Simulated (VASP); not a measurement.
The system is Zn.

```
Zn
1.0
     2.67000    0.00000    0.00000
    -1.33500    2.31229    0.00000
     0.00000    0.00000    4.96600
Zn
2
Direct
  0.66667 0.33333 0.75000
  0.33333 0.66667 0.25000
```

| Quantity | Value |
| --- | --- |
| Program | VASP 6.6.1 |
| Task | relaxation of cell and atoms |
| Functional | PBE |
| Potentials or basis | VASP PAW PBE potentials, release 64 (Zn) |
| Cutoff | 600 eV |
| k mesh | 11 × 11 × 6 |
| Occupations | fermi-dirac, width 0.05 eV |
| Spin | no spin polarisation |

At the start: pressure -0.4 GPa; volume 15.33 Å³/atom.

How do energy, volume and symmetry change on relaxing?

Over 14 steps the energy falls by 3.5 meV/atom and the volume is 15.08 Å³/atom (-1.6 %); space group P6_3/mmc (No. 194, to 0.05 Å).

The path:
```csv
step,energy change (eV),largest force (eV/Å),pressure (GPa),volume (Å³)
1,0.0000,0.0000,-0.42,30.66
2,-0.0010,0.0000,-0.09,30.48
3,-0.0029,0.0000,0.93,29.95
4,-0.0028,0.0000,1.47,29.71
5,-0.0030,0.0000,1.11,29.86
6,-0.0033,0.0000,1.10,29.84
7,-0.0040,0.0000,1.23,29.77
8,-0.0043,0.0000,1.41,29.62
9,-0.0050,0.0000,1.20,29.70
10,-0.0065,0.0000,0.56,29.94
11,-0.0064,0.0000,-0.65,30.42
12,-0.0069,0.0000,-0.07,30.17
13,-0.0069,0.0000,-0.03,30.16
14,-0.0069,0.0000,0.01,30.16
```

Final structure:
```
Zn
1.0
     2.69697    0.00000    0.00000
    -1.34849    2.33564    0.00000
     0.00000    0.00000    4.78781
Zn
2
Direct
  0.66667 0.33333 0.75000
  0.33333 0.66667 0.25000
```
